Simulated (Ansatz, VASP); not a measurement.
## SbTeS: VASP beside Ansatz

```xyz
3
Lattice="3.7986 0.0000 0.0000 0.0000 3.7986 0.0000 0.0000 0.0000 6.2021" Properties=species:S:1:pos:R:3 pbc="T T T"
Sb    1.8993    1.8993    3.1011
Te    1.8993    1.8993    0.0000
S     0.0000    0.0000    0.0000
```

Change from the starting cell: species swapped into the MgNiH type (P4/mmm, No. 123).

Alike in both runs: functional PBE; k mesh 12 × 12 × 8; occupations gaussian, width 0.1 eV; no spin polarisation.

Ansatz relaxed the structure, and its values are those at the end. VASP's run is a single point on that final structure, the one shown.

|  | VASP | Ansatz |
| --- | --- | --- |
| version | VASP 6.6.1 | Ansatz 0.2.0 |
| potentials or method | VASP PAW PBE potentials, release 64 (Sb, Te, S), cutoff 520 eV | scalar-relativistic, plane waves, PAW |
| valence electrons in the cell | 17 | 37 |

VASP gave:

```
gap on the k mesh at the Fermi level (eV) : none
pressure (GPa)                            : -0.1
```

Q: Estimate Ansatz's values.

A: gap on the k mesh at the Fermi level (eV): none; pressure (GPa): 0.0.

A gap of «none» marks a metal or a gap that the smearing closes. VASP's potentials hold 17 valence electrons a cell and Ansatz's 37, so a difference there can come from the potentials and not from the codes.

Spin-orbit coupling is off throughout.
